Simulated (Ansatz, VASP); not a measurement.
LiBe in VASP and in Ansatz

File POSCAR:

```
LiBe
1.0
    2.8033521115      0.0215539565      0.0069483806
    0.0215539565      2.7966133803      0.0089650083
    0.0069483806      0.0089650083      2.7985900748
Li Be
1 1
Direct
    0.0248500000      0.0329100000      0.0354800000
    0.4846100000      0.4953800000      0.5326000000
```

File INCAR.step1:

```
  ALGO = Normal
  EDIFF = 1E-4
  ENCUT = 520
  GGA = PE
  ISMEAR = -1
  LASPH = T
  LCHARG = F
  LREAL = F
  LWAVE = T
  NBANDS = 10
  NELM = 60
  PREC = Accurate
  SIGMA = 0.1
```

File INCAR.step2:

```
  ALGO = Normal
  EDIFF = 1E-6
  ENCUT = 520
  ISIF = 2
  ISMEAR = -1
  ISTART = 1
  LASPH = T
  LCHARG = F
  LMIXTAU = T
  LREAL = F
  LWAVE = F
  METAGGA = R2SCAN
  NBANDS = 10
  NELM = 60
  PREC = Accurate
  SIGMA = 0.1
```

File KPOINTS:

```
k-points
0
Gamma
  7 7 7
```

Input for Ansatz:

```yaml
crystal:
  lattice:
    - [2.803352111482758, 0.021553956527297597, 0.006948380612783292]
    - [0.021553956527297597, 2.7966133802850153, 0.008965008319366948]
    - [0.006948380612783292, 0.008965008319366948, 2.7985900747696864]
  atoms:
    - { symbol: Li, position: [0.02485, 0.03291, 0.03548] }
    - { symbol: Be, position: [0.48461, 0.49538, 0.5326] }
basis:
  ecutwfc: 650.0
  xc_grid: 2
kpoints:
  mp_grid:
    grid: [7, 7, 7]
hamiltonian:
  xc: r2scan
scf:
  convergence:
    dr2_threshold: 1.0e-09
  occupations:
    method: fermi_dirac
    width: 0.1
output:
  forces: true
  stress: true
```

Alike in both runs: task single point; functional r2SCAN; k mesh 7 × 7 × 7; occupations fermi-dirac, width 0.1 eV; no spin polarisation.

|  | VASP | Ansatz |
| --- | --- | --- |
| version | VASP 6.6.1 | Ansatz 0.2.0 |
| potentials or method | VASP PAW PBE potentials, release 64 (Li_sv, Be), cutoff 520 eV | plane waves, PAW |
| valence electrons in the cell | 5 | 5 |

|  | VASP | Ansatz | Ansatz less VASP |
| --- | --- | --- | --- |
| rms of the force components (eV/Å) | 0.431 | 0.416 | -0.0146 |

VASP's potentials were made for PBE, not for r2SCAN. Atom by atom the forces differ by 0.015 eV/Å (rms over components). The functional is the same, so the differences come from potentials, cutoffs and numerics. Ansatz's warnings: stress scf threshold loose.

Noted on VASP's run: the cutoff is under 1.25 times that of the potentials, so the pressure is a little rough.
